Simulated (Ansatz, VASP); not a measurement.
Two plane-wave programs on HgTe

```xyz
2
Lattice="0.0000 3.0761 3.0761 3.0761 0.0000 3.0761 3.0761 3.0761 0.0000" Properties=species:S:1:pos:R:3 pbc="T T T"
Hg    3.0761    3.0761    3.0761
Te    0.0000    0.0000    0.0000
```

Alike in both runs: task relaxation of cell and atoms; functional PBE; k mesh 16 × 16 × 16; occupations gaussian, width 0.1 eV; no spin polarisation.

|  | VASP | Ansatz |
| --- | --- | --- |
| version | VASP 6.6.1 | Ansatz 0.2.0 |
| potentials or method | VASP PAW PBE potentials, release 64 (Hg, Te), cutoff 600 eV | scalar-relativistic, plane waves, PAW |
| valence electrons in the cell | 18 | 36 |

```tsv
	VASP	Ansatz	Ansatz less VASP
gap on the k mesh at the Fermi level, each at its own relaxed structure (eV)	none	none	-
relaxed volume (Å³/atom)	29.04	28.96	-0.072
relaxed length of the cell vector where the two differ most in proportion (Å)	4.347	4.343	-0.0036
```

A gap of «none» marks a metal or a gap that the smearing closes. VASP's potentials hold 18 valence electrons a cell and Ansatz's 36, so a difference there can come from the potentials and not from the codes.

Neither program's run includes spin-orbit coupling.
